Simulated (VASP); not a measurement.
# C (Fd-3m) in VASP: single point with PBE+D3(BJ)

Aim: the single point of C with PBE+D3(BJ).

All numbers are computed with VASP 6.6.1; they aren't measurements. Logs are shortened: lines on timing, memory, paths and dates and some standing lists are left out, and cuts for length are marked.

## Step 1: The cell of the first run

The structure is cubic, space group Fd-3m (No. 227). Conventional cell: a = 3.557 Å, b = 3.557 Å, c = 3.557 Å, α = 90.00°, β = 90.00°, γ = 90.00°. Within 2.1 Å of C (site symmetry -43m) lie 4 C at 1.54 Å.

## Step 2: Single point, PBE+D3(BJ)

The input, INCAR:

```
SYSTEM = C
  ALGO = Normal
  EDIFF = 1E-6
  ENCUT = 600
  GGA = PE
  GGA_COMPAT = .False.
  ISIF = 2
  ISMEAR = 0
  IVDW = 12
  LASPH = .True.
  LCHARG = .False.
  LREAL = .False.
  LWAVE = .False.
  NBANDS = 11
  NELM = 120
  PREC = Accurate
  SIGMA = 0.02
```

The input, KPOINTS:

```
k-points
0
Gamma
  12 12 12
  0 0 0
```

The input, POSCAR:

```
C
1.0
    0.0000000000      1.7784858939      1.7784858939
    1.7784858939      0.0000000000      1.7784858939
    1.7784858939      1.7784858939      0.0000000000
C
2
Direct
    0.0000000000      0.0000000000      0.0000000000
    0.2500000000      0.2500000000      0.2500000000
```

Potentials or basis: VASP PAW PBE potentials, release 64 (C).

On the command line:

```console
$ cat potpaw_PBE.64/C/POTCAR > POTCAR
$ mpirun -np 1 vasp_std > vasp.out
```

OUTCAR:

```text
SYSTEM = C
   EDIFF = 1E-6
   ENCUT = 600
   GGA = PE
   ISIF = 2
   ISMEAR = 0
   IVDW = 12
   LASPH = .True.
   LREAL = .False.
   NELM = 120
   PREC = Accurate
 IVDW          = 12

 ion  position               nearest neighbor table
   1  0.000  0.000  0.000-   2 1.54   2 1.54   2 1.54   2 1.54
   2  0.250  0.250  0.250-   1 1.54   1 1.54   1 1.54   1 1.54

  LATTYP: Found a face centered cubic cell.
 ALAT       =     3.5569717878

  Lattice vectors:

 A1 = (   0.0000000000,   1.7784858939,   1.7784858939)
 A2 = (   1.7784858939,   0.0000000000,   1.7784858939)
 A3 = (   1.7784858939,   1.7784858939,   0.0000000000)

Analysis of symmetry for initial positions (statically):
=====================================================================
 Subroutine PRICEL returns:
 Original cell was already a primitive cell.

 Routine SETGRP: Setting up the symmetry group for a
 face centered cubic supercell.

 Subroutine GETGRP returns: Found 48 space group operations
 (whereof 24 operations were pure point group operations)
 out of a pool of 48 trial point group operations.

The static configuration has the point symmetry T_d .
 The point group associated with its full space group is O_h .

Analysis of symmetry for dynamics (positions and initial velocities):
=====================================================================
 Subroutine PRICEL returns:
 Original cell was already a primitive cell.

 Routine SETGRP: Setting up the symmetry group for a
 face centered cubic supercell.

 Subroutine GETGRP returns: Found 48 space group operations
 (whereof 24 operations were pure point group operations)
 out of a pool of 48 trial point group operations.

The dynamic configuration has the point symmetry T_d .
 The point group associated with its full space group is O_h .

 Subroutine INISYM returns: Found 48 space group operations
 (whereof 24 operations are pure point group operations),
 and found     1 'primitive' translations

----------------------------------------------------------------------------------------

                                     Primitive cell

  volume of cell :      11.2507

  direct lattice vectors                    reciprocal lattice vectors
     0.000000000  1.778485894  1.778485894    -0.281138018  0.281138018  0.281138018
     1.778485894  0.000000000  1.778485894     0.281138018 -0.281138018  0.281138018
     1.778485894  1.778485894  0.000000000     0.281138018  0.281138018 -0.281138018

  length of vectors
     2.515158872  2.515158872  2.515158872     0.486945332  0.486945332  0.486945332

  position of ions in fractional coordinates (direct lattice)
     0.000000000  0.000000000  0.000000000
     0.250000000  0.250000000  0.250000000

  ion indices of the primitive-cell ions
   primitive index   ion index
                 1           1
                 2           2

----------------------------------------------------------------------------------------

 KPOINTS: k-points

Automatic generation of k-mesh.
 Grid dimensions read from file:
 generate k-points for:   12   12   12

 Generating k-lattice:

  Cartesian coordinates                     Fractional coordinates (reciprocal lattice)
    -0.023428168  0.023428168  0.023428168     0.083333333  0.000000000  0.000000000
     0.023428168 -0.023428168  0.023428168     0.000000000  0.083333333  0.000000000
     0.023428168  0.023428168 -0.023428168     0.000000000  0.000000000  0.083333333

  Length of vectors
     0.040578778  0.040578778  0.040578778

  Shift w.r.t. Gamma in fractional coordinates (k-lattice)
     0.000000000  0.000000000  0.000000000

 Subroutine IBZKPT returns following result:
 ===========================================

 Found     72 irreducible k-points:

 Following reciprocal coordinates:
            Coordinates               Weight
  0.000000  0.000000  0.000000      1.000000
  0.083333  0.000000  0.000000      8.000000
  0.166667  0.000000  0.000000      8.000000
  0.250000  0.000000  0.000000      8.000000
  0.333333  0.000000  0.000000      8.000000
  0.416667  0.000000  0.000000      8.000000
[... 16 lines left out ...]
  0.500000  0.166667  0.000000     24.000000
 -0.416667  0.166667  0.000000     24.000000
 [... further k-points ...]
   k-points           NKPTS =     72   k-points in BZ     NKDIM =     72   number of bands    NBANDS=     11
   number of dos      NEDOS =    301   number of ions     NIONS =      2
   total plane-waves  NPLWV =   8000
   dimension x,y,z NGX =    20 NGY =   20 NGZ =   20
   dimension x,y,z NGXF=    40 NGYF=   40 NGZF=   40
   ions per type =               2
   NGX,Y,Z   is equivalent  to a cutoff of  13.22, 13.22, 13.22 a.u.
   NGXF,Y,Z  is equivalent  to a cutoff of  26.44, 26.44, 26.44 a.u.
 SYSTEM =  C
   PREC   = accura    normal or accurate (medium, high low for compatibility)
   ISTART =      0    job   : 0-new  1-cont  2-samecut
   ICHARG =      2    charge: 1-file 2-atom 10-const
   ISPIN  =      1    spin polarized calculation?
   LNONCOLLINEAR =      F non collinear calculations
   LSORBIT =      F    spin-orbit coupling
   LASPH  =      T    aspherical Exc in radial PAW
   ENCUT  =  600.0 eV  44.10 Ry    6.64 a.u.   5.02  5.02  5.02*2*pi/ulx,y,z
   NELM   =    120;   NELMIN=  2; NELMDL= -5     # of ELM steps
   EDIFF  = 0.1E-05   stopping-criterion for ELM
   LREAL  =      F    real-space projection
   EDIFFG = 0.1E-04   stopping-criterion for IOM
   NSW    =      0    number of steps for IOM
   IBRION =     -1    ionic relax: 0-MD 1-quasi-New 2-CG
   NFREE  =      0    steps in history (QN), initial steepest desc. (CG)
   ISIF   =      2    stress and relaxation
   ISYM   =      2    0-nonsym 1-usesym 2-fastsym
   POTIM  = 0.5000    time-step for ionic-motion
   TEBEG  =    0.0;   TEEND  =   0.0 temperature during run
   PSTRESS=    0.0 pullay stress
   NELECT =       8.0000    total number of electrons
   NUPDOWN=      -1.0000    fix difference up-down
   EMIN   =  10.00;   EMAX   =-10.00  energy-range for DOS
   EFERMI =   0.00;   METHOD = LEGACY
   ISMEAR =     0;   SIGMA  =   0.02  broadening in eV -4-tet -1-fermi 0-gaus
   EFERMI_NEDOS =   21; number of points for ismear=-14 and -15
   IALGO  =     38    algorithm
   IMIX   =      4    mixing-type and parameters
     AMIX     =   0.40;   BMIX     =  1.00
     AMIX_MAG =   1.60;   BMIX_MAG =  1.00
  volume/ion in A,a.u.               =       5.63        37.96
  Fermi-wavevector in a.u.,A,eV,Ry     =   1.461205  2.761277 29.050061  2.135119
  Thomas-Fermi vector in A             =   2.577564
   LORBIT       =      0    0 simple, 1 ext, 2 COOP (PROOUT), +10 PAW based schemes
   GGA     = PE    functional components
   LHFCALC =     F    Hartree Fock is set to
   AEXX    =    0.0000 exact exchange contribution
   IVDW    =    12    specifies the selected vdW correction
   LEPSILON=     F    determine dielectric tensor
   LRPA    =     F    only Hartree local field effects (RPA)
 non-spin polarized calculation
 Gauss-broadening in eV      SIGMA  =   0.02
  energy-cutoff  :      600.00
  volume of cell :       11.25
 maximum number of plane-waves:       388
   NGX =  9   NGY =  9   NGZ =  9

 number of electron       7.9999999 magnetization

 Free energy of the ion-electron system (eV)
  ---------------------------------------------------
  ext. energy  EPLUGINS =         0.00000000
  ---------------------------------------------------
  free energy    TOTEN  =       -18.18756967 eV

  energy without entropy =      -18.18756967  energy(sigma->0) =      -18.18756967

 E-fermi :   9.9380     XC(G=0): -13.2921

 val. band max:        9.8478917882   @ k =   0.0000   0.0000   0.0000
 cond. band min:      14.0201120532   @ k =   0.3333   0.3333   0.0000
 fundamental gap:      4.1722202650
 Fermi energy:         9.9380309827

 k-point     1 :       0.0000    0.0000    0.0000
  band No.  band energies     occupation
      1     -11.7395      2.00000
      2       9.8479      2.00000
      3       9.8479      2.00000
      4       9.8479      2.00000
      5      15.4608      0.00000
      6      15.4608      0.00000
      7      15.4608      0.00000
      8      23.3683      0.00000
      9      29.2485      0.00000
     10      36.4746      0.00000
     11      36.4746      0.00000

 k-point     2 :       0.0833    0.0000    0.0000
  band No.  band energies     occupation
      1     -11.5462      2.00000
      2       8.6136      2.00000
      3       9.5223      2.00000
      4       9.5223      2.00000
      5      15.8875      0.00000
      6      15.8875      0.00000
      7      16.1852      0.00000
      8      23.5267      0.00000
      9      29.5693      0.00000
     10      34.3341      0.00000
     11      34.3341      0.00000

 k-point     3 :       0.1667    0.0000    0.0000
  band No.  band energies     occupation
      1     -10.9684      2.00000
      2       6.0687      2.00000
      3       8.8160      2.00000
      4       8.8160      2.00000
      5      16.8137      0.00000
      6      16.8137      0.00000
      7      17.2951      0.00000
      8      23.9819      0.00000
      9      30.2395      0.00000
     10      32.7287      0.00000
     11      32.7287      0.00000

 k-point     4 :       0.2500    0.0000    0.0000
  band No.  band energies     occupation
      1     -10.0147      2.00000
      2       3.2173      2.00000
      3       8.0881      2.00000
      4       8.0881      2.00000
      5      17.6754      0.00000
      6      17.6754      0.00000
      7      18.0697      0.00000
      8      24.6183      0.00000
      9      30.6685      0.00000
     10      32.3125      0.00000
     11      32.3125      0.00000

 k-point     5 :       0.3333    0.0000    0.0000
  band No.  band energies     occupation
      1      -8.7056      2.00000
      2       0.4225      2.00000
      3       7.5106      2.00000
      4       7.5106      2.00000
      5      18.1628      0.00000
      6      18.1628      0.00000
      7      18.5137      0.00000
      8      25.2025      0.00000
      9      30.9124      0.00000
     10      33.1557      0.00000
     11      33.1557      0.00000
[... 211 lines left out ...]
 k-point    21 :       0.3333    0.1667    0.0000
  band No.  band energies     occupation
      1      -8.9448      2.00000
      2       2.5856      2.00000
      3       5.9816      2.00000
      4       6.4040      2.00000
      5      15.8918      0.00000
      6      20.7176      0.00000
      7      20.7688      0.00000
      8      21.6925      0.00000
      9      30.8933      0.00000
     10      31.6485      0.00000
     11      36.9854      0.00000

 k-point    22 :       0.4167    0.1667    0.0000
  band No.  band energies     occupation
      1      -7.5429      2.00000
      2       0.0181      2.00000
      3       5.5532      2.00000
      4       5.7618      2.00000
      5      16.5559      0.00000
      6      20.9006      0.00000
      7      21.0592      0.00000
      8      22.6030      0.00000
      9      31.0255      0.00000
     10      32.4474      0.00000
     11      37.3670      0.00000

 k-point    23 :       0.5000    0.1667    0.0000
  band No.  band energies     occupation
      1      -5.9473      2.00000
      2      -2.2393      2.00000
      3       4.8300      2.00000
      4       5.8501      2.00000
      5      16.9782      0.00000
      6      20.6253      0.00000
      7      21.1817      0.00000
      8      24.2157      0.00000
      9      30.0853      0.00000
     10      33.8155      0.00000
     11      36.5530      0.00000

 k-point    24 :      -0.4167    0.1667    0.0000
  band No.  band energies     occupation
      1      -5.5110      2.00000
      2      -2.7622      2.00000
      3       4.3393      2.00000
      4       6.2317      2.00000
      5      17.4193      0.00000
      6      20.1310      0.00000
      7      21.1591      0.00000
      8      25.3852      0.00000
      9      29.3868      0.00000
     10      34.1259      0.00000
     11      34.5696      0.00000

 [... further k-points ...]

------------------------ aborting loop because EDIFF is reached ----------------------------------------

 Edisp (eV)   -0.38575

 E8    (eV) :    -0.1110

  FORCE on cell =-STRESS in cart. coord.  units (eV):
  Direction    XX          YY          ZZ          XY          YZ          ZX
  --------------------------------------------------------------------------------------
  -------------------------------------------------------------------------------------
  Total      -0.00036    -0.00036    -0.00036    -0.00000    -0.00000     0.00000
  in kB      -0.05169    -0.05169    -0.05169    -0.00000    -0.00000     0.00000
  external pressure =       -0.05 kB  Pullay stress =        0.00 kB

 VOLUME and BASIS-vectors are now :
 -----------------------------------------------------------------------------
  energy-cutoff  :      600.00
  volume of cell :       11.25
      direct lattice vectors                 reciprocal lattice vectors
     0.000000000  1.778485894  1.778485894    -0.281138018  0.281138018  0.281138018
     1.778485894  0.000000000  1.778485894     0.281138018 -0.281138018  0.281138018
     1.778485894  1.778485894  0.000000000     0.281138018  0.281138018 -0.281138018

 POSITION                                       TOTAL-FORCE (eV/Angst)
 -----------------------------------------------------------------------------------
      0.00000      0.00000      0.00000         0.000000      0.000000      0.000000
      0.88924      0.88924      0.88924        -0.000000     -0.000000     -0.000000
 -----------------------------------------------------------------------------------
    total drift:                                0.000000      0.000000      0.000000

  FREE ENERGIE OF THE ION-ELECTRON SYSTEM (eV)
  ---------------------------------------------------
  free  energy   TOTEN  =       -18.5733194279 eV

  energy  without entropy=      -18.5733194279  energy(sigma->0) =      -18.57331943
```

Wall time 5.5 s (1 thread of Intel Xeon Platinum 8488C (Sapphire Rapids), shared host); peak memory 0.13 GiB.

What came out:

* Free energy: -18.5733 eV
* Pressure: 0.0 GPa
* Band gap on the k mesh: 4.17 eV (least direct gap 5.61 eV)
* Dispersion energy per atom: -0.193 eV
